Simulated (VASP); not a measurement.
# KBr (P4/mmm) in VASP: single point with LDA

Aim: the single point of KBr with LDA.

Program: VASP 6.6.1. These are calculated values, not measurements. Logs are shortened: lines on timing, memory, paths and dates and some standing lists are left out, and cuts for length are marked.

## (1) The cell of the first run

Symmetry: P4/mmm, No. 123, tetragonal system. Conventional cell: a = 4.043 Å, b = 4.043 Å, c = 4.043 Å, α = 90.00°, β = 90.00°, γ = 90.00°. K (site symmetry 4/mmm) has 4 Br at 2.86 Å within 3.8 Å. Br (site symmetry 4/mmm) has 4 K at 2.86 Å within 3.8 Å.

## (2) Single point, LDA

INCAR reads:

```
ALGO     = Normal         # electronic algorithm
EDIFF    = 1E-6           # SCF threshold, eV
ENCUT    = 400            # plane-wave cutoff, eV
GGA_COMPAT= False        
ISIF     = 2              # what is computed and relaxed
ISMEAR   = -1             # smearing method
LASPH    = True           # aspherical terms in the spheres
LCHARG   = False          # write CHGCAR
LREAL    = False          # projectors in reciprocal space
LWAVE    = False          # write WAVECAR
NBANDS   = 15             # bands
NELM     = 120            # most SCF steps
PREC     = Accurate       # precision mode
SIGMA    = 0.02           # smearing width, eV
```

KPOINTS reads:

```
k-points
0
Gamma
  6 6 6
```

POSCAR reads:

```
KBr
1.0
    4.0434990000      0.0000000000      0.0000000000
    0.0000000000      4.0434990000      0.0000000000
    0.0000000000      0.0000000000      4.0434990000
K Br
1 1
Direct
    0.4999998763      0.0000000000      0.0000000000
    0.4999998763      0.4999998763      0.4999998763
```

Potentials or basis: VASP PAW LDA potentials, release 64 (K_sv, Br).

Command:

```bash
$ cat potpaw_LDA.64/K_sv/POTCAR potpaw_LDA.64/Br/POTCAR > POTCAR
$ mpirun -np 1 vasp_std > vasp.out
```

OUTCAR:

```text
EDIFF = 1E-6
   ENCUT = 400
   ISIF = 2
   ISMEAR = -1
   LASPH = True
   LREAL = False
   NELM = 120
   PREC = Accurate

 ion  position               nearest neighbor table
   1  0.500  0.000  0.000-   2 2.86   2 2.86   2 2.86   2 2.86
   2  0.500  0.500  0.500-   1 2.86   1 2.86   1 2.86   1 2.86

  LATTYP: Found a simple cubic cell.
 ALAT       =     4.0434990000

  Lattice vectors:

 A1 = (   4.0434990000,   0.0000000000,   0.0000000000)
 A2 = (   0.0000000000,   4.0434990000,   0.0000000000)
 A3 = (   0.0000000000,   0.0000000000,   4.0434990000)

Analysis of symmetry for initial positions (statically):
=====================================================================
 Subroutine PRICEL returns:
 Original cell was already a primitive cell.

 Routine SETGRP: Setting up the symmetry group for a
 simple cubic supercell.

 Subroutine GETGRP returns: Found 16 space group operations
 (whereof 16 operations were pure point group operations)
 out of a pool of 48 trial point group operations.

The static configuration has the point symmetry D_4h.

Analysis of symmetry for dynamics (positions and initial velocities):
=====================================================================
 Subroutine PRICEL returns:
 Original cell was already a primitive cell.

 Routine SETGRP: Setting up the symmetry group for a
 simple cubic supercell.

 Subroutine GETGRP returns: Found 16 space group operations
 (whereof 16 operations were pure point group operations)
 out of a pool of 48 trial point group operations.

The dynamic configuration has the point symmetry D_4h.

 Subroutine INISYM returns: Found 16 space group operations
 (whereof 16 operations are pure point group operations),
 and found     1 'primitive' translations

----------------------------------------------------------------------------------------

                                     Primitive cell

  volume of cell :      66.1107

  direct lattice vectors                    reciprocal lattice vectors
     4.043499000  0.000000000  0.000000000     0.247310559  0.000000000  0.000000000
     0.000000000  4.043499000  0.000000000     0.000000000  0.247310559  0.000000000
     0.000000000  0.000000000  4.043499000     0.000000000  0.000000000  0.247310559

  length of vectors
     4.043499000  4.043499000  4.043499000     0.247310559  0.247310559  0.247310559

  position of ions in fractional coordinates (direct lattice)
     0.499999876  0.000000000  0.000000000
     0.499999876  0.499999876  0.499999876

  ion indices of the primitive-cell ions
   primitive index   ion index
                 1           1
                 2           2

----------------------------------------------------------------------------------------

 KPOINTS: k-points

Automatic generation of k-mesh.
 Grid dimensions read from file:
 generate k-points for:    6    6    6

 Generating k-lattice:

  Cartesian coordinates                     Fractional coordinates (reciprocal lattice)
     0.041218427  0.000000000  0.000000000     0.166666667  0.000000000  0.000000000
     0.000000000  0.041218427  0.000000000     0.000000000  0.166666667  0.000000000
     0.000000000  0.000000000  0.041218427     0.000000000  0.000000000  0.166666667

  Length of vectors
     0.041218427  0.041218427  0.041218427

  Shift w.r.t. Gamma in fractional coordinates (k-lattice)
     0.000000000  0.000000000  0.000000000

 Subroutine IBZKPT returns following result:
 ===========================================

 Found     40 irreducible k-points:

 Following reciprocal coordinates:
            Coordinates               Weight
  0.000000  0.000000  0.000000      1.000000
  0.166667  0.000000  0.000000      2.000000
  0.000000  0.166667  0.000000      4.000000
  0.333333  0.000000  0.000000      2.000000
  0.000000  0.333333  0.000000      4.000000
  0.500000  0.000000  0.000000      1.000000
[... 16 lines left out ...]
  0.166667  0.166667  0.166667      8.000000
  0.333333  0.166667  0.166667      8.000000
 [... further k-points ...]
   k-points           NKPTS =     40   k-points in BZ     NKDIM =     40   number of bands    NBANDS=     15
   number of dos      NEDOS =    301   number of ions     NIONS =      2
   total plane-waves  NPLWV =  21952
   dimension x,y,z NGX =    28 NGY =   28 NGZ =   28
   dimension x,y,z NGXF=    56 NGYF=   56 NGZF=   56
   ions per type =               1   1
   NGX,Y,Z   is equivalent  to a cutoff of  11.51, 11.51, 11.51 a.u.
   NGXF,Y,Z  is equivalent  to a cutoff of  23.02, 23.02, 23.02 a.u.
 SYSTEM =  unknown system
   PREC   = accura    normal or accurate (medium, high low for compatibility)
   ISTART =      0    job   : 0-new  1-cont  2-samecut
   ICHARG =      2    charge: 1-file 2-atom 10-const
   ISPIN  =      1    spin polarized calculation?
   LNONCOLLINEAR =      F non collinear calculations
   LSORBIT =      F    spin-orbit coupling
   LASPH  =      T    aspherical Exc in radial PAW
   ENCUT  =  400.0 eV  29.40 Ry    5.42 a.u.   6.59  6.59  6.59*2*pi/ulx,y,z
   NELM   =    120;   NELMIN=  2; NELMDL= -5     # of ELM steps
   EDIFF  = 0.1E-05   stopping-criterion for ELM
   LREAL  =      F    real-space projection
   EDIFFG = 0.1E-04   stopping-criterion for IOM
   NSW    =      0    number of steps for IOM
   IBRION =     -1    ionic relax: 0-MD 1-quasi-New 2-CG
   NFREE  =      0    steps in history (QN), initial steepest desc. (CG)
   ISIF   =      2    stress and relaxation
   ISYM   =      2    0-nonsym 1-usesym 2-fastsym
   POTIM  = 0.5000    time-step for ionic-motion
   TEBEG  =    0.0;   TEEND  =   0.0 temperature during run
   PSTRESS=    0.0 pullay stress
   NELECT =      16.0000    total number of electrons
   NUPDOWN=      -1.0000    fix difference up-down
   EMIN   =  10.00;   EMAX   =-10.00  energy-range for DOS
   EFERMI =   0.00;   METHOD = LEGACY
   ISMEAR =    -1;   SIGMA  =   0.02  broadening in eV -4-tet -1-fermi 0-gaus
   EFERMI_NEDOS =   21; number of points for ismear=-14 and -15
   IALGO  =     38    algorithm
   IMIX   =      4    mixing-type and parameters
     AMIX     =   0.40;   BMIX     =  1.00
     AMIX_MAG =   1.60;   BMIX_MAG =  1.00
  volume/ion in A,a.u.               =      33.06       223.07
  Fermi-wavevector in a.u.,A,eV,Ry     =   1.020213  1.927923 14.161412  1.040834
  Thomas-Fermi vector in A             =   2.153770
   LORBIT       =      0    0 simple, 1 ext, 2 COOP (PROOUT), +10 PAW based schemes
   GGA     = CA    functional components
   LHFCALC =     F    Hartree Fock is set to
   AEXX    =    0.0000 exact exchange contribution
   IVDW    =     0    specifies the selected vdW correction
   LEPSILON=     F    determine dielectric tensor
   LRPA    =     F    only Hartree local field effects (RPA)
 non-spin polarized calculation
  energy-cutoff  :      400.00
  volume of cell :       66.11
 maximum number of plane-waves:      1222
 NGX is ok and might be reduce to    28
   NGX = 13   NGY = 13   NGZ = 13

 number of electron      16.0000001 magnetization

 Free energy of the ion-electron system (eV)
  ---------------------------------------------------
  ext. energy  EPLUGINS =         0.00000000
  ---------------------------------------------------
  free energy    TOTEN  =        -6.11180387 eV

  energy without entropy =       -6.11180387  energy(sigma->0) =       -6.11180387

 E-fermi :  -0.5963     XC(G=0):  -8.0248

 val. band max:       -0.9727761464   @ k =   0.0000   0.5000   0.5000
 cond. band min:       2.3519076168   @ k =   0.0000   0.0000   0.0000
 fundamental gap:      3.3246837632
 Fermi energy:        -0.5962767671

 k-point     1 :       0.0000    0.0000    0.0000
  band No.  band energies     occupation
      1     -28.7213      2.00000
      2     -13.9582      2.00000
      3     -12.5052      2.00000
      4     -12.5038      2.00000
      5     -12.5038      2.00000
      6      -1.2970      2.00000
      7      -1.2970      2.00000
      8      -1.2167      2.00000
      9       2.3519      0.00000
     10       4.0402      0.00000
     11       6.8997      0.00000
     12       7.3973      0.00000
     13       8.6859      0.00000
     14       8.6859      0.00000
     15       9.5786      0.00000

 k-point     2 :       0.1667    0.0000    0.0000
  band No.  band energies     occupation
      1     -28.7186      2.00000
      2     -13.9300      2.00000
      3     -12.5490      2.00000
      4     -12.4996      2.00000
      5     -12.4996      2.00000
      6      -1.6944      2.00000
      7      -1.2629      2.00000
      8      -1.2629      2.00000
      9       3.0962      0.00000
     10       4.1568      0.00000
     11       6.9634      0.00000
     12       7.4394      0.00000
     13       8.0085      0.00000
     14       8.0085      0.00000
     15      10.2776      0.00000

 k-point     3 :       0.0000    0.1667    0.0000
  band No.  band energies     occupation
      1     -28.7165      2.00000
      2     -14.1546      2.00000
      3     -12.4989      2.00000
      4     -12.4850      2.00000
      5     -12.2615      2.00000
      6      -1.8797      2.00000
      7      -1.4878      2.00000
      8      -1.2191      2.00000
      9       2.7475      0.00000
     10       4.6413      0.00000
     11       7.4597      0.00000
     12       7.9729      0.00000
     13       8.6174      0.00000
     14       8.7621      0.00000
     15       8.8144      0.00000
[... 343 lines left out ...]
 k-point    23 :       0.1667    0.1667    0.1667
  band No.  band energies     occupation
      1     -28.7093      2.00000
      2     -14.1997      2.00000
      3     -12.5595      2.00000
      4     -12.5359      2.00000
      5     -12.0906      2.00000
      6      -2.1710      2.00000
      7      -1.6352      2.00000
      8      -1.5477      2.00000
      9       3.6694      0.00000
     10       5.3189      0.00000
     11       7.2783      0.00000
     12       7.4545      0.00000
     13       8.1160      0.00000
     14       9.1733      0.00000
     15       9.7530      0.00000

 k-point    24 :       0.3333    0.1667    0.1667
  band No.  band energies     occupation
      1     -28.7039      2.00000
      2     -14.1486      2.00000
      3     -12.6202      2.00000
      4     -12.5498      2.00000
      5     -12.0774      2.00000
      6      -2.3465      2.00000
      7      -2.0381      2.00000
      8      -1.4576      2.00000
      9       4.8555      0.00000
     10       5.5191      0.00000
     11       6.2384      0.00000
     12       7.4024      0.00000
     13       7.7714      0.00000
     14       9.2308      0.00000
     15       9.9161      0.00000

 [... further k-points ...]
[... 5 lines left out ...]
  --------------------------------------------------------------------------------------
  -------------------------------------------------------------------------------------
  Total        0.3171187      3.5507116      3.5507116      0.0000000     -0.0000000      0.0000000
  in kB        7.6852924     86.0506122     86.0506122      0.0000000     -0.0000000      0.0000000
  external PRESSURE =      59.9288389 kB  Pullay stress =       0.0000000 kB

 VOLUME and BASIS-vectors are now :
 -----------------------------------------------------------------------------
  energy-cutoff  :      400.00
  volume of cell :       66.11
      direct lattice vectors                 reciprocal lattice vectors
     4.043499000  0.000000000  0.000000000     0.247310559  0.000000000  0.000000000
     0.000000000  4.043499000  0.000000000     0.000000000  0.247310559  0.000000000
     0.000000000  0.000000000  4.043499000     0.000000000  0.000000000  0.247310559

 POSITION                                       TOTAL-FORCE (eV/Angst)
 -----------------------------------------------------------------------------------
      2.02175      0.00000      0.00000         0.000000      0.000000      0.000000
      2.02175      2.02175      2.02175         0.000000      0.000000      0.000000
 -----------------------------------------------------------------------------------
    total drift:                                0.000815      0.000305      0.000305

  FREE ENERGIE OF THE ION-ELECTRON SYSTEM (eV)
  ---------------------------------------------------
  free  energy   TOTEN  =        -6.1118038692 eV

  energy  without entropy=       -6.1118038692  energy(sigma->0) =       -6.11180387
```

Run time: 45 s. Hardware: 1 thread of Intel Xeon 8259CL, shared host; peak memory 0.15 GiB.

What came out:

* Free energy: -6.1118 eV
* Pressure: 6.0 GPa
* Band gap on the k mesh: 3.32 eV, indirect (least direct gap 3.57 eV)

Stress tensor (GPa, compression positive):
```
0.77 0.00 0.00
0.00 8.61 0.00
0.00 0.00 8.61
```

A k mesh can miss the band edges.
